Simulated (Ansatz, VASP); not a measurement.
TaN: VASP beside Ansatz

INCAR

```
PREC = Accurate ; ENCUT = 520
EDIFF = 1E-7 ; ISMEAR = 0
SIGMA = 0.15 ; LREAL = F
LASPH = T ; NELM = 80
ALGO = Normal ; ISIF = 2
LWAVE = F ; LCHARG = F
GGA = PS ; NBANDS = 15
```

The input KPOINTS:

```
regular mesh
0
Gamma
  18 18 18
```

The input POSCAR:

```
TaN
1.0
    0.0000000000      2.2879500000      2.1245250000
    2.2879500000      0.0000000000      2.1245250000
    2.2879500000      2.2879500000      0.0000000000
Ta N
1 1
Direct
    0.5000000000      0.5000000000      0.5000000000
    0.0000000000      0.0000000000      0.0000000000
```

Input for Ansatz:

```yaml
crystal:
  lattice:
    - [0.0, 2.28795, 2.124525]
    - [2.28795, 0.0, 2.124525]
    - [2.28795, 2.28795, 0.0]
  atoms:
    - { symbol: Ta, position: [0.5, 0.5, 0.5] }
    - { symbol: "N", position: [0.0, 0.0, 0.0] }
basis:
  ecutwfc: 420
kpoints:
  mp_grid: { grid: [18, 18, 18] }
hamiltonian:
  xc: pbesol
scf:
  occupations: { method: gaussian, width: 0.15 }
output:
  forces: true
  stress: true
  eigenvalues: true
  write_density: true
  write_potential: true
  elf: true
  volumetric_format: npy
```

Change from the starting cell: strain +0.050 along x and y, -0.025 along z, atoms carried along.

Alike in both runs: task single point; functional PBEsol; k mesh 18 × 18 × 18; occupations gaussian, width 0.15 eV; no spin polarisation.

|  | VASP | Ansatz |
| --- | --- | --- |
| version | VASP 6.6.1 | Ansatz 0.2.0 |
| potentials or method | VASP PAW PBE potentials, release 64 (Ta_pv, N), cutoff 520 eV | scalar-relativistic, plane waves, PAW |
| valence electrons in the cell | 16 | 18 |

|  | VASP | Ansatz | Ansatz less VASP |
| --- | --- | --- | --- |
| gap on the k mesh at the Fermi level (eV) | none | none | - |
| pressure (GPa) | -13.6 | -14.4 | -0.75 |
| traceless stress, the component that is largest in VASP (GPa) | 25.17 | 24.95 | -0.222 |

VASP's potentials were made for PBE, not for PBEsol. A gap of «none» marks a metal or a gap that the smearing closes. VASP's potentials hold 16 valence electrons a cell and Ansatz's 18, so a difference there can come from the potentials and not from the codes.

Neither program's run includes spin-orbit coupling.
